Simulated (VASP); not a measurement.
Crystal: Si2W.

```xyz
3
Lattice="-1.5741 1.5741 3.8350 1.5741 -1.5741 3.8350 1.5741 1.5741 -3.8350" Properties=species:S:1:pos:R:3 pbc="T T T"
W     0.0000    0.0000    0.0000
Si    0.0000    0.0000    5.1029
Si    0.0000    0.0000    2.5672
```

Base run:

| Quantity | Value |
| --- | --- |
| Program | VASP 6.6.1 |
| Functional | LDA |
| Potentials or basis | VASP PAW LDA potentials, release 64 (W_sv, Si) |
| Cutoff | 520 eV |
| k mesh | 12 × 12 × 12 |
| Occupations | fermi-dirac, width 0.05 eV |
| Spin | no spin polarisation |

Its results: band gap on the k mesh zero (bands 11 and 12 overlap by 1.40 eV); pressure 10.6 GPa; largest force 0.135 eV/Å.

Task: The run is repeated on the same cell with these changes: functional from LDA to PBE; potentials or basis from VASP PAW LDA potentials, release 64 (W_sv, Si) to VASP PAW PBE potentials, release 64 (W_sv, Si). What comes out?

Result: Band gap on the k mesh zero (bands 11 and 12 overlap by 1.41 eV); pressure 20.1 GPa; largest force 0.261 eV/Å.

Caveats: the cell stands under pressure; spin-orbit coupling is left out, which moves the levels of the heavy elements.
